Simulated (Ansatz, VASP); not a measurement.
Ir in VASP and in Ansatz

```
CELL_PARAMETERS angstrom
0.00000 1.93606 1.93606
1.93606 0.00000 1.93606
1.93606 1.93606 0.00000
ATOMIC_POSITIONS crystal
Ir 0.00000 0.00000 0.00000
```

Alike in both runs: task single point; functional PBE; k mesh 5 × 5 × 5; occupations fermi-dirac, width 0.1 eV; no spin polarisation.

|  | VASP | Ansatz |
| --- | --- | --- |
| version | VASP 6.6.1 | Ansatz 0.2.0 |
| potentials or method | VASP PAW PBE potentials, release 64 (Ir), cutoff 520 eV | plane waves (420 eV) with PAW, scalar-relativistic |
| valence electrons in the cell | 9 | 17 |

Ansatz gave:

* pressure (GPa): 4.3

**Question.** Which values does VASP return?

**Answer.** Pressure (GPa): 4.7.

The functional is the same, so the differences come from potentials, cutoffs and numerics. VASP's potentials hold 9 valence electrons a cell and Ansatz's 17, so a difference there can come from the potentials and not from the codes.

The k mesh is coarse, so the values compare programs but aren't converged. Neither program's run includes spin-orbit coupling.
